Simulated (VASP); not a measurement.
**Gd: relaxation of cell and atoms with PBEsol**

Crystal: Gd.

```
Gd
1.0
    -1.97190    1.97190    1.97190
     1.97190   -1.97190    1.97190
     1.97190    1.97190   -1.97190
Gd
1
Direct
  0.00000 0.00000 0.00000
```

This isn't the form of Gd at room conditions, which is hcp.

```
Program                : VASP 6.6.1
Task                   : relaxation of cell and atoms
Functional             : PBEsol
Potentials or basis    : VASP PAW PBE potentials, release 64 (Gd)
Cutoff                 : 600 eV
k mesh                 : 14 × 14 × 14
Occupations            : fermi-dirac, width 0.08 eV
Spin                   : collinear spin, ferromagnetic start
Starting moments       : [7.0] μB
Dipole correction      : no
Further INCAR settings : ALGO = Normal; EDIFF = 1e-07; IBRION = 2; EDIFFG = -0.005; NSW = 60; ISIF = 3
```

```json
{
  "Relaxed volume": "30.99 Å³/atom",
  "Relaxed cell": "a = 3.427 Å, b = 3.427 Å, c = 3.427 Å, α = 109.47°, β = 109.47°, γ = 109.47°",
  "Space group after relaxing (to 0.1 Å)": "Im-3m (No. 229)",
  "Energy gained by relaxing": "0.4 meV/atom",
  "Ionic steps": "3",
  "Pressure after relaxing": "0.0 GPa",
  "Net moment": "7.61 μB per cell",
  "Site moments": "Gd +7.01 μB",
  "Valence electrons inside the program's atomic spheres": "Gd 15.22"
}
```

Step by step:
| step | energy change (eV) | largest force (eV/Å) | pressure (GPa) | volume (Å³) |
| --- | --- | --- | --- | --- |
| 1 | 0.0000 | 0.0000 | 0.43 | 30.67 |
| 2 | -0.0004 | 0.0000 | -0.05 | 31.03 |
| 3 | -0.0004 | 0.0000 | 0.01 | 30.99 |

Final structure:
```
Gd
1.0
    -1.97864    1.97864    1.97864
     1.97864   -1.97864    1.97864
     1.97864    1.97864   -1.97864
Gd
1
Direct
  0.00000 0.00000 0.00000
```

Levels at points of the mesh, in eV from the Fermi level:
Spin up:
```
           k point  band 9  band 10  band 11  band 12  band 13  band 14  band 15  band 16  band 17
(0.00, 0.00, 0.00)   -4.57    -4.57    -4.57    -4.53     1.33     1.33     1.33     3.73     3.73
(0.50, 0.00, 0.00)   -4.58    -4.58    -4.55    -2.57    -0.39     1.39     3.65     4.48     6.64
(0.50, 0.50, 0.50)   -4.55    -4.55    -4.55    -2.11    -2.11     5.89     5.89     5.89     6.38
```
Spin down:
| k point | band 2 | band 3 | band 4 | band 5 | band 6 | band 7 | band 8 | band 9 |
| --- | --- | --- | --- | --- | --- | --- | --- | --- |
| (0.00, 0.00, 0.00) | -19.66 | -19.66 | -19.66 | -4.27 | 0.44 | 0.44 | 0.44 | 0.79 |
| (0.50, 0.00, 0.00) | -20.70 | -19.99 | -19.67 | -1.64 | 0.45 | 0.51 | 0.59 | 0.71 |
| (0.50, 0.50, 0.50) | -20.37 | -20.37 | -20.37 | -1.31 | -1.31 | 0.50 | 0.58 | 0.58 |

Run time: 12 min on 1 thread of AMD EPYC 9755 128-Core Processor, with other jobs on the host, peak memory 0.25 GiB.

Caveat: the PAW data sets were made with another functional, which shifts forces and pressure a little; spin-orbit coupling is left out, which moves the levels of the heavy elements; semilocal functionals describe open f shells poorly, which spoils levels, moments and volumes. The state reached can hang on the start; a lower one may exist.
